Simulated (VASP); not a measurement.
The system is BAs.

```
As B
1.0
     0.00000    2.36952    2.36952
     2.36952    0.00000    2.36952
     2.36952    2.36952    0.00000
As B
1 1
Direct
  0.75000 0.75000 0.75000
  0.00000 0.00000 0.00000
```

Base run:

| Property | Result |
| --- | --- |
| Program | VASP 6.6.1 |
| Functional | PBEsol |
| Dispersion | D4 |
| Potentials or basis | VASP PAW PBE potentials, release 64 (As, B) |
| Cutoff | 520 eV |
| k mesh | 10 × 10 × 10 |
| Occupations | fermi-dirac, width 0.05 eV |
| Spin | no spin polarisation |

Its results: band gap on the k mesh 1.05 eV, indirect (least direct gap 3.27 eV); pressure 1.0 GPa.

Problem. The run is repeated on the same cell with these changes: potentials or basis from VASP PAW PBE potentials, release 64 (As, B) to VASP PAW PBE potentials, release 64 (As_d, B); cutoff from 520 eV to 600 eV; further incar settings from ALGO = Normal; EDIFF = 1e-06; NBANDS = 11 to ALGO = Normal; EDIFF = 1e-06; NBANDS = 16; valence electrons from 8 to 18. What comes out?

Solution. Band gap on the k mesh 1.06 eV, indirect (least direct gap 3.27 eV); pressure -0.2 GPa.

Caveats: the PAW data sets were made with another functional, which shifts forces and pressure a little.

A k mesh can miss the band edges.
